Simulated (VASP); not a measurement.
# In2GaAs3 (I-4m2) in VASP: single point with PBEsol

Aim: the single point of In2GaAs3 with PBEsol.

All numbers are computed with VASP 6.6.1; they aren't measurements. Logs are shortened: lines on timing, memory, paths and dates and some standing lists are left out, and cuts for length are marked.

**1. The cell of the first run**

Symmetry: I-4m2, No. 119, tetragonal system. The conventional cell has a = 4.197 Å, b = 4.197 Å, c = 17.913 Å, α = 90.00°, β = 90.00°, γ = 90.00°. Within 3.3 Å of Ga (site symmetry -4m2) lie 4 As at 2.49 Å. Within 3.5 Å of In (site symmetry 2mm) lie 4 As at 2.62 Å. Within 3.3 Å of As (site symmetry 2mm) lie 2 Ga at 2.49 Å and 2 In at 2.62 Å. As (site symmetry -4m2) has 4 In at 2.62 Å within 3.5 Å.

**2. Single point, PBEsol**

File INCAR:

```
ALGO = Normal
EDIFF = 1E-6
ENCUT = 520
GGA = PS
ISIF = 2
ISMEAR = 0
LASPH = T
LCHARG = F
LREAL = F
LWAVE = F
NBANDS = 36
NELM = 80
PREC = Accurate
SIGMA = 0.1
```

File KPOINTS:

```
k-points
0
Gamma
  10 10 10
```

File POSCAR:

```
In2GaAs3
1.0
    0.0000000000     -4.1966969963      0.0000000000
    4.1966969963      0.0000000000      0.0000000000
   -2.0983484981      2.0983484981      8.9562741417
Ga In As
1 2 3
Direct
    0.0000000000      0.0000000000      0.0000000000
    0.6628217065      0.6628217065      0.3256434129
    0.3371782935      0.3371782935      0.6743565871
    0.5750297125      0.0750297125      0.1500594250
    0.2500000000      0.7500000000      0.5000000000
    0.9249702875      0.4249702875      0.8499405750
```

Potentials or basis: VASP PAW PBE potentials, release 64 (Ga_d, In_d, As).

Launch:

```bash
> cat potpaw_PBE.64/Ga_d/POTCAR potpaw_PBE.64/In_d/POTCAR potpaw_PBE.64/As/POTCAR > POTCAR
> mpirun -np 1 vasp_std > vasp.out
```

OUTCAR:

```text
EDIFF = 1E-6
   ENCUT = 520
   GGA = PS
   ISIF = 2
   ISMEAR = 0
   LASPH = T
   LREAL = F
   NELM = 80
   PREC = Accurate

 ion  position               nearest neighbor table
   1  0.000  0.000  0.000-   4 2.49   6 2.49   4 2.49   6 2.49
   2  0.663  0.663  0.326-   5 2.62   5 2.62   4 2.62   4 2.62
   3  0.337  0.337  0.674-   5 2.62   5 2.62   6 2.62   6 2.62
   4  0.575  0.075  0.150-   1 2.49   1 2.49   2 2.62   2 2.62
   5  0.250  0.750  0.500-   3 2.62   2 2.62   3 2.62   2 2.62
   6  0.925  0.425  0.850-   1 2.49   1 2.49   3 2.62   3 2.62

  LATTYP: Found a body centered tetragonal cell.
 ALAT       =     4.1966969963
 C/A-ratio  =     4.2682491253

  Lattice vectors:

 A1 = (  -2.0983484982,  -2.0983484981,  -8.9562741417)
 A2 = (   2.0983484981,   2.0983484982,  -8.9562741417)
 A3 = (   2.0983484982,  -2.0983484982,   8.9562741417)

Analysis of symmetry for initial positions (statically):
=====================================================================
 Subroutine PRICEL returns:
 Original cell was already a primitive cell.

 Routine SETGRP: Setting up the symmetry group for a
 body centered tetragonal supercell.

 Subroutine GETGRP returns: Found  8 space group operations
 (whereof  8 operations were pure point group operations)
 out of a pool of 16 trial point group operations.

The static configuration has the point symmetry D_2d.

Analysis of symmetry for dynamics (positions and initial velocities):
=====================================================================
 Subroutine PRICEL returns:
 Original cell was already a primitive cell.

 Routine SETGRP: Setting up the symmetry group for a
 body centered tetragonal supercell.

 Subroutine GETGRP returns: Found  8 space group operations
 (whereof  8 operations were pure point group operations)
 out of a pool of 16 trial point group operations.

The dynamic configuration has the point symmetry D_2d.

 Subroutine INISYM returns: Found  8 space group operations
 (whereof  8 operations are pure point group operations),
 and found     1 'primitive' translations

----------------------------------------------------------------------------------------

                                     Primitive cell

  volume of cell :     157.7403
[... 96 lines left out ...]
   NELM   =     80;   NELMIN=  2; NELMDL= -5     # of ELM steps
   EDIFF  = 0.1E-05   stopping-criterion for ELM
   LREAL  =      F    real-space projection
   EDIFFG = 0.1E-04   stopping-criterion for IOM
   NSW    =      0    number of steps for IOM
   IBRION =     -1    ionic relax: 0-MD 1-quasi-New 2-CG
   NFREE  =      0    steps in history (QN), initial steepest desc. (CG)
   ISIF   =      2    stress and relaxation
   ISYM   =      2    0-nonsym 1-usesym 2-fastsym
   POTIM  = 0.5000    time-step for ionic-motion
   TEBEG  =    0.0;   TEEND  =   0.0 temperature during run
   PSTRESS=    0.0 pullay stress
   NELECT =      54.0000    total number of electrons
   NUPDOWN=      -1.0000    fix difference up-down
   EMIN   =  10.00;   EMAX   =-10.00  energy-range for DOS
   EFERMI =   0.00;   METHOD = LEGACY
   ISMEAR =     0;   SIGMA  =   0.10  broadening in eV -4-tet -1-fermi 0-gaus
   EFERMI_NEDOS =   21; number of points for ismear=-14 and -15
   IALGO  =     38    algorithm
   IMIX   =      4    mixing-type and parameters
     AMIX     =   0.40;   BMIX     =  1.00
     AMIX_MAG =   1.60;   BMIX_MAG =  1.00
  volume/ion in A,a.u.               =      26.29       177.41
  Fermi-wavevector in a.u.,A,eV,Ry     =   1.145228  2.164167 17.844676  1.311547
  Thomas-Fermi vector in A             =   2.281917
   LORBIT       =      0    0 simple, 1 ext, 2 COOP (PROOUT), +10 PAW based schemes
   GGA     = PS    functional components
   LHFCALC =     F    Hartree Fock is set to
   AEXX    =    0.0000 exact exchange contribution
   IVDW    =     0    specifies the selected vdW correction
   LEPSILON=     F    determine dielectric tensor
   LRPA    =     F    only Hartree local field effects (RPA)
 non-spin polarized calculation
 Gauss-broadening in eV      SIGMA  =   0.10
  energy-cutoff  :      520.00
  volume of cell :      157.74
 maximum number of plane-waves:      4274
   NGX = 15   NGY = 15   NGZ = 35

 number of electron      54.0000041 magnetization

 Free energy of the ion-electron system (eV)
  ---------------------------------------------------
  ext. energy  EPLUGINS =         0.00000000
  ---------------------------------------------------
  free energy    TOTEN  =       -25.96609006 eV

  energy without entropy =      -25.96582229  energy(sigma->0) =      -25.96595617

 E-fermi :   4.1933     XC(G=0):  -9.3780

 val. band max:        4.1257562105   @ k =   0.0000   0.0000   0.0000
 cond. band min:       4.4323748840   @ k =   0.0000   0.0000   0.1000
 fundamental gap:      0.3066186735
 Fermi energy:         4.1933310317

 k-point     1 :       0.0000    0.0000    0.0000
  band No.  band energies     occupation
      1     -10.7478      2.00000
      2     -10.6862      2.00000
      3     -10.6862      2.00000
      4     -10.6557      2.00000
      5     -10.6181      2.00000
      6     -10.3663      2.00000
[... 925 lines left out ...]
     35       9.7228      0.00000
     36      10.3570      0.00000

 [... further k-points ...]

------------------------ aborting loop because EDIFF is reached ----------------------------------------

  FORCE on cell =-STRESS in cart. coord.  units (eV):
  Direction    XX          YY          ZZ          XY          YZ          ZX
  --------------------------------------------------------------------------------------
  -------------------------------------------------------------------------------------
  Total        0.0726406      0.0726406      0.0863345      0.0000000     -0.0000000      0.0000000
  in kB        0.7378148      0.7378148      0.8769047      0.0000000     -0.0000000      0.0000000
  external PRESSURE =       0.7841781 kB  Pullay stress =       0.0000000 kB

 VOLUME and BASIS-vectors are now :
 -----------------------------------------------------------------------------
  energy-cutoff  :      520.00
  volume of cell :      157.74
      direct lattice vectors                 reciprocal lattice vectors
     0.000000000 -4.196696996  0.000000000     0.000000000 -0.238282631  0.055826786
     4.196696996  0.000000000  0.000000000     0.238282631  0.000000000  0.055826786
    -2.098348498  2.098348498  8.956274142     0.000000000  0.000000000  0.111653572

 POSITION                                       TOTAL-FORCE (eV/Angst)
 -----------------------------------------------------------------------------------
      0.00000      0.00000      0.00000        -0.000000     -0.000000      0.000000
      2.09835     -2.09835      2.91655         0.000000     -0.000000      0.000552
     -0.00000      0.00000      6.03972        -0.000000      0.000000     -0.000552
      0.00000     -2.09835      1.34397        -0.000000      0.000000     -0.006283
      2.09835     -0.00000      4.47814        -0.000000     -0.000000      0.000000
      0.00000     -2.09835      7.61230         0.000000     -0.000000      0.006283
 -----------------------------------------------------------------------------------
    total drift:                                0.000009      0.000009     -0.000000

  FREE ENERGIE OF THE ION-ELECTRON SYSTEM (eV)
  ---------------------------------------------------
  free  energy   TOTEN  =       -25.9660900593 eV

  energy  without entropy=      -25.9658222864  energy(sigma->0) =      -25.96595617
```

It took 6.4 min on 1 thread of Intel Xeon Platinum 8488C (Sapphire Rapids), shared host; peak memory 0.63 GiB.

What came out:

| Item | Value |
| --- | --- |
| Free energy | -25.9661 eV |
| Pressure | 0.1 GPa |
| Largest force | 0.006 eV/Å |
| Band gap on the k mesh | zero (filled and empty bands touch) |

Forces on the atoms (eV/Å):
```
Ga   0.000  0.000  0.000
In   0.000  0.000  0.001
In   0.000  0.000 -0.001
As   0.000  0.000 -0.006
As   0.000  0.000  0.000
As   0.000  0.000  0.006
```

Caveat: semilocal functionals underestimate gaps, and a narrow one can read as zero; the PAW data sets were made with another functional, which shifts forces and pressure a little; spin-orbit coupling is left out, which moves the levels of the heavy elements.

The gap in the log of VASP goes by the Fermi energy; the results here count the filled bands.